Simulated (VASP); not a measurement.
# AlInAsP3 (P-6m2) in VASP: further runs, part 2 of 2

VASP 6.6.1.

### Step 3. Relaxation of cell and atoms, PBE

This run uses another cell than the first one, of 22.89 Å³/atom.

Input file INCAR:

```
PREC     = Accurate       # precision mode
ENCUT    = 500            # plane-wave cutoff, eV
EDIFF    = 1E-7           # SCF threshold, eV
ISMEAR   = 0              # smearing method
SIGMA    = 0.1            # smearing width, eV
LREAL    = False          # projectors in reciprocal space
LASPH    = True           # aspherical terms in the spheres
NELM     = 120            # most SCF steps
ALGO     = Normal         # electronic algorithm
ISIF     = 3              # what is computed and relaxed
LWAVE    = False          # write WAVECAR
LCHARG   = False          # write CHGCAR
GGA      = PE             # functional
IBRION   = 2              # ionic algorithm
NSW      = 90             # ionic steps
EDIFFG   = -0.04          # ionic threshold
GGA_COMPAT= False        
NELMIN   = 4
```

Input file KPOINTS:

```
Automatic mesh
0
Gamma
  6 6 4
```

Input file POSCAR:

```
AlInAsP3
1.0
    5.5393145114      0.0000000000      0.0000000000
   -2.7696572557      4.7971870865      0.0000000000
    0.0000000000      0.0000000000      5.1675270868
Al In P As
1 1 3 1
Direct
    0.6666666667      0.3333333333      0.0000000000
    0.0000000000      0.0000000000      0.0000000000
    0.5962990032      0.7981495016      0.5000000000
    0.2018504984      0.7981495016      0.5000000000
    0.2018504984      0.4037009968      0.5000000000
    0.3333333333      0.6666666667      0.0000000000
```

Potentials or basis: VASP PAW PBE potentials, release 64 (Al, In_d, P, As).

Run with:

```sh
> cat potpaw_PBE.64/Al/POTCAR potpaw_PBE.64/In_d/POTCAR potpaw_PBE.64/P/POTCAR potpaw_PBE.64/As/POTCAR > POTCAR
> mpirun -np 1 vasp_std > vasp.out
```

OUTCAR:

```text
PREC = Accurate
   ENCUT = 500
   EDIFF = 1E-7
   ISMEAR = 0
   LREAL = False
   LASPH = True
   NELM = 120
   ISIF = 3
   GGA = PE
   IBRION = 2
   NSW = 90
   EDIFFG = -0.04
   NELMIN = 4

 ion  position               nearest neighbor table
   1  0.667  0.333  0.000-   2 3.20   2 3.20   2 3.20
   2  0.000  0.000  0.000-   1 3.20   6 3.20   1 3.20   6 3.20   1 3.20   6 3.20   3 3.23   4 3.23
                             4 3.23   3 3.23   5 3.23   5 3.23
   3  0.596  0.798  0.500-   4 2.18   5 2.18   6 2.88   6 2.88   2 3.23   2 3.23
   4  0.202  0.798  0.500-   3 2.18   5 2.18   6 2.88   6 2.88   2 3.23   2 3.23
   5  0.202  0.404  0.500-   3 2.18   4 2.18   6 2.88   6 2.88   2 3.23   2 3.23
   6  0.333  0.667  0.000-   4 2.88   4 2.88   3 2.88   3 2.88   5 2.88   5 2.88   2 3.20   2 3.20
                             2 3.20

  LATTYP: Found a hexagonal cell.
 ALAT       =     5.5393145114
 C/A-ratio  =     0.9328820518

  Lattice vectors:

 A1 = (   5.5393145114,   0.0000000000,   0.0000000000)
 A2 = (  -2.7696572557,   4.7971870865,   0.0000000000)
 A3 = (   0.0000000000,   0.0000000000,   5.1675270868)

Analysis of symmetry for initial positions (statically):
=====================================================================
 Subroutine PRICEL returns:
 Original cell was already a primitive cell.

 Routine SETGRP: Setting up the symmetry group for a
 hexagonal supercell.

 Subroutine GETGRP returns: Found 12 space group operations
 (whereof 12 operations were pure point group operations)
 out of a pool of 24 trial point group operations.

The static configuration has the point symmetry D_3h.

Analysis of symmetry for dynamics (positions and initial velocities):
=====================================================================
 Subroutine PRICEL returns:
 Original cell was already a primitive cell.

 Routine SETGRP: Setting up the symmetry group for a
 hexagonal supercell.

 Subroutine GETGRP returns: Found 12 space group operations
 (whereof 12 operations were pure point group operations)
 out of a pool of 24 trial point group operations.

The dynamic configuration has the point symmetry D_3h.

 Subroutine INISYM returns: Found 12 space group operations
 (whereof 12 operations are pure point group operations),
 and found     1 'primitive' translations

----------------------------------------------------------------------------------------

                                     Primitive cell

  volume of cell :     137.3174

  direct lattice vectors                    reciprocal lattice vectors
     5.539314511  0.000000000  0.000000000     0.180527753  0.104227747  0.000000000
    -2.769657256  4.797187087  0.000000000     0.000000000  0.208455493  0.000000000
     0.000000000  0.000000000  5.167527087     0.000000000  0.000000000  0.193516160

  length of vectors
     5.539314511  5.539314511  5.167527087     0.208455493  0.208455493  0.193516160

  position of ions in fractional coordinates (direct lattice)
     0.666666667  0.333333333  0.000000000
     0.000000000  0.000000000  0.000000000
     0.596299003  0.798149502  0.500000000
     0.201850498  0.798149502  0.500000000
     0.201850498  0.403700997  0.500000000
     0.333333333  0.666666667  0.000000000

  ion indices of the primitive-cell ions
   primitive index   ion index
                 1           1
                 2           2
                 3           3
                 4           4
[... 34 lines left out ...]
  0.500000  0.000000  0.000000      3.000000
  0.166667  0.166667  0.000000      6.000000
  0.333333  0.166667  0.000000     12.000000
[... 13 lines left out ...]
  0.333333  0.166667  0.500000     12.000000
  0.333333  0.333333  0.500000      2.000000
   k-points           NKPTS =     21   k-points in BZ     NKDIM =     21   number of bands    NBANDS=     22
   number of dos      NEDOS =    301   number of ions     NIONS =      6
   total plane-waves  NPLWV =  64000
   dimension x,y,z NGX =    40 NGY =   40 NGZ =   40
   dimension x,y,z NGXF=    80 NGYF=   80 NGZF=   80
   ions per type =               1   1   3   1
   NGX,Y,Z   is equivalent  to a cutoff of  12.00, 12.00, 12.87 a.u.
   NGXF,Y,Z  is equivalent  to a cutoff of  24.01, 24.01, 25.74 a.u.
 SYSTEM =  unknown system
   PREC   = accura    normal or accurate (medium, high low for compatibility)
   ISTART =      0    job   : 0-new  1-cont  2-samecut
   ICHARG =      2    charge: 1-file 2-atom 10-const
   ISPIN  =      1    spin polarized calculation?
   LNONCOLLINEAR =      F non collinear calculations
   LSORBIT =      F    spin-orbit coupling
   LASPH  =      T    aspherical Exc in radial PAW
   ENCUT  =  500.0 eV  36.75 Ry    6.06 a.u.  10.10 10.10  9.42*2*pi/ulx,y,z
   NELM   =    120;   NELMIN=  4; NELMDL= -5     # of ELM steps
   EDIFF  = 0.1E-06   stopping-criterion for ELM
   LREAL  =      F    real-space projection
   EDIFFG = -.4E-01   stopping-criterion for IOM
   NSW    =     90    number of steps for IOM
   IBRION =      2    ionic relax: 0-MD 1-quasi-New 2-CG
   NFREE  =      1    steps in history (QN), initial steepest desc. (CG)
   ISIF   =      3    stress and relaxation
   ISYM   =      2    0-nonsym 1-usesym 2-fastsym
   POTIM  = 0.5000    time-step for ionic-motion
   TEBEG  =    0.0;   TEEND  =   0.0 temperature during run
   PSTRESS=    0.0 pullay stress
   NELECT =      36.0000    total number of electrons
   NUPDOWN=      -1.0000    fix difference up-down
   EMIN   =  10.00;   EMAX   =-10.00  energy-range for DOS
   EFERMI =   0.00;   METHOD = LEGACY
   ISMEAR =     0;   SIGMA  =   0.10  broadening in eV -4-tet -1-fermi 0-gaus
   EFERMI_NEDOS =   21; number of points for ismear=-14 and -15
   IALGO  =     38    algorithm
   IMIX   =      4    mixing-type and parameters
     AMIX     =   0.40;   BMIX     =  1.00
     AMIX_MAG =   1.60;   BMIX_MAG =  1.00
  volume/ion in A,a.u.               =      22.89       154.44
  Fermi-wavevector in a.u.,A,eV,Ry     =   1.047773  1.980004 14.936859  1.097828
  Thomas-Fermi vector in A             =   2.182667
   LORBIT       =      0    0 simple, 1 ext, 2 COOP (PROOUT), +10 PAW based schemes
   GGA     = PE    functional components
   LHFCALC =     F    Hartree Fock is set to
   AEXX    =    0.0000 exact exchange contribution
   IVDW    =     0    specifies the selected vdW correction
   LEPSILON=     F    determine dielectric tensor
   LRPA    =     F    only Hartree local field effects (RPA)
 conjugate gradient relaxation of ions
 non-spin polarized calculation
 Gauss-broadening in eV      SIGMA  =   0.10
  energy-cutoff  :      500.00
  volume of cell :      137.32
 maximum number of plane-waves:      3512
   NGX = 21   NGY = 21   NGZ = 19

--------------------------------------- Ionic step        1  -------------------------------------------

 number of electron      35.9999997 magnetization

 Free energy of the ion-electron system (eV)
  ---------------------------------------------------
  ext. energy  EPLUGINS =         0.00000000
  ---------------------------------------------------
  free energy    TOTEN  =       -24.49924457 eV

  energy without entropy =      -24.48601870  energy(sigma->0) =      -24.49263164

------------------------ aborting loop because EDIFF is reached ----------------------------------------

  FORCE on cell =-STRESS in cart. coord.  units (eV):
  Direction    XX          YY          ZZ          XY          YZ          ZX
  --------------------------------------------------------------------------------------
  -------------------------------------------------------------------------------------
  Total       -1.0828416     -1.0828416      1.7980613     -0.0000000      0.0000000      0.0000000
  in kB      -12.6342676    -12.6342676     20.9792349     -0.0000000      0.0000000      0.0000000
  external PRESSURE =      -1.4297667 kB  Pullay stress =       0.0000000 kB
[... 101 lines left out ...]
  FREE ENERGIE OF THE ION-ELECTRON SYSTEM (eV)
  ---------------------------------------------------
  free  energy   TOTEN  =       -24.5239163639 eV

  energy  without entropy=      -24.5125887394  energy(sigma->0) =      -24.51825255

[... ionic steps 4 to 9 ...]

--------------------------------------- Ionic step       10  -------------------------------------------

 number of electron      35.9999995 magnetization

------------------------ aborting loop because EDIFF is reached ----------------------------------------
[... 75 lines left out ...]
--------------------------------------- Ionic step       12  -------------------------------------------

 number of electron      35.9999995 magnetization

 Free energy of the ion-electron system (eV)
  ---------------------------------------------------
  ext. energy  EPLUGINS =         0.00000000
  ---------------------------------------------------
  free energy    TOTEN  =       -24.57356329 eV

  energy without entropy =      -24.56134109  energy(sigma->0) =      -24.56745219

 E-fermi :   6.0644     XC(G=0):  -9.7162

 val. band max:        6.0451954038   @ k =   0.1667   0.0000   0.2500
 cond. band min:       6.0729016995   @ k =   0.3333   0.3333   0.2500
 fundamental gap:      0.0277062957
 Fermi energy:         6.0644264769

 k-point     1 :       0.0000    0.0000    0.0000
  band No.  band energies     occupation
      1      -8.9039      2.00000
      2      -8.4167      2.00000
      3      -8.4044      2.00000
      4      -8.4044      2.00000
      5      -8.3581      2.00000
      6      -8.3581      2.00000
[... 547 lines left out ...]
  FREE ENERGIE OF THE ION-ELECTRON SYSTEM (eV)
  ---------------------------------------------------
  free  energy   TOTEN  =       -24.5735632866 eV

  energy  without entropy=      -24.5613410857  energy(sigma->0) =      -24.56745219

 reached required accuracy - stopping structural energy minimisation
```

Wall time 8.3 min (1 thread of Intel Xeon Platinum 8488C (Sapphire Rapids), shared host); peak memory 0.29 GiB.

Results:

| Quantity | Value |
| --- | --- |
| Free energy | -24.5736 eV |
| Relaxed volume | 21.81 Å³/atom |
| Relaxed cell | a = 5.328 Å, b = 5.328 Å, c = 5.322 Å, α = 90.00°, β = 90.00°, γ = 120.00° |
| Space group after relaxing (to 0.1 Å) | P-6m2 (No. 187) |
| Energy gained by relaxing | 12.4 meV/atom |
| Ionic steps | 12 |
| Pressure after relaxing | 0.0 GPa |
| Band gap on the k mesh | zero (bands 18 and 19 overlap by 1.26 eV) |

The path:
```
step  energy change (eV)  largest force (eV/Å)  pressure (GPa)  volume (Å³)
   1              0.0000                0.0705           -0.14       137.32
   2             -0.0246                0.4948            0.24       136.89
   3             -0.0247                0.5302            0.26       136.86
   4             -0.0426                0.3164           -0.37       137.06
   5             -0.0494                0.0830           -1.07       137.27
   6             -0.0616                0.0580           -0.82       135.31
   7             -0.0725                0.0192           -0.24       131.56
   8             -0.0725                0.0167           -0.20       131.31
   9             -0.0742                0.0400           -0.12       131.05
  10             -0.0742                0.0469           -0.11       131.02
  11             -0.0742                0.0494            0.13       130.70
  12             -0.0743                0.0004            0.01       130.86
```

Final structure:
```yaml
crystal:
  lattice:
    - [5.32842, 0.00000, 0.00000]
    - [-2.66421, 4.61455, 0.00000]
    - [0.00000, 0.00000, 5.32217]
  atoms:
    - { symbol: Al, position: [0.66667, 0.33333, 0.00000] }
    - { symbol: In, position: [0.00000, 0.00000, 0.00000] }
    - { symbol: P, position: [0.60776, 0.80388, 0.50000] }
    - { symbol: P, position: [0.19612, 0.80388, 0.50000] }
    - { symbol: P, position: [0.19612, 0.39224, 0.50000] }
    - { symbol: As, position: [0.33333, 0.66667, 0.00000] }
```

Levels at points of the mesh, in eV from the Fermi level:
| k point | band 15 | band 16 | band 17 | band 18 | band 19 | band 20 | band 21 | band 22 |
| --- | --- | --- | --- | --- | --- | --- | --- | --- |
| (0.00, 0.00, 0.00) | -2.11 | -2.11 | -1.18 | -0.54 | -0.54 | 0.34 | 0.35 | 0.35 |
| (0.50, 0.00, 0.00) | -2.70 | -2.26 | -2.07 | -0.80 | 0.15 | 0.69 | 1.26 | 2.81 |
| (0.00, 0.00, 0.50) | -3.62 | -2.67 | -1.39 | -1.06 | -0.94 | -0.94 | 1.01 | 2.36 |
| (0.50, 0.00, 0.50) | -2.43 | -1.96 | -0.99 | 0.32 | 0.55 | 1.07 | 1.34 | 1.42 |

Caveat: spin-orbit coupling is left out, which moves the levels of the heavy elements.
